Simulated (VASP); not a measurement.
Wanted: the native input for a VASP 6.6.1 run.

| Item | Value |
| --- | --- |
| Task | relaxation of cell and atoms |
| Functional | PBE |
| Dispersion | D4 |
| Potentials or basis | VASP PAW PBE potentials, release 64 (Ge_d) |
| Cutoff | 600 eV |
| k mesh | 10 × 10 × 6 |
| Occupations | fermi-dirac, width 0.05 eV |
| Spin | no spin polarisation |
| Dipole correction | no |
| Further INCAR settings | ALGO = Normal; EDIFF = 1e-06; IBRION = 2; EDIFFG = -0.01; NSW = 60; ISIF = 3 |

The structure of Ge lies in POSCAR:

```
Ge
1.0
    1.4880529250     -2.5946896100      0.0000000000
    1.4880529250      2.5946896100      0.0000000000
    0.0000000000      0.0000000000      4.7275957900
Ge
2
Direct
    0.3334466300      0.6665533700      0.2500000000
    0.6665533700      0.3334466300      0.7500000000
```

This isn't the form of Ge at room conditions, which is diamond.

One way to write it, as run:

INCAR

```
SYSTEM = Ge
PREC = Accurate
ENCUT = 600
EDIFF = 1E-6
ISMEAR = -1
SIGMA = 0.05
LREAL = .False.
LASPH = .True.
NELM = 100
ALGO = Normal
ISIF = 3
LWAVE = .False.
LCHARG = .False.
GGA = PE
IVDW = 13
IBRION = 2
NSW = 60
EDIFFG = -0.01
```

KPOINTS

```
regular mesh
0
Gamma
  10 10 6
  0 0 0
```

Potentials or basis: VASP PAW PBE potentials, release 64 (Ge_d).

The run is started by

```sh
$ cat potpaw_PBE.64/Ge_d/POTCAR > POTCAR
$ mpirun -np 1 vasp_std > vasp.out
```

It gave:

The relaxed volume is 18.48 Å³/atom, the relaxed cell is a = 2.987 Å, b = 2.987 Å, c = 4.827 Å, α = 90.00°, β = 90.00°, γ = 120.87° and the space group after relaxing (to 0.1 Å) is P6_3/mmc (No. 194). The energy gained by relaxing is 3.6 meV/atom, the ionic steps are 20 and the pressure after relaxing is -0.1 GPa. The largest force after relaxing is 0.007 eV/Å and the band gap on the k mesh is zero (bands 14 and 15 overlap by 9.06 eV). The dispersion energy per atom is -0.388 eV.

Wall time 14 min on 1 thread of Intel Xeon 8259CL, with other jobs on the host, peak memory 0.22 GiB.
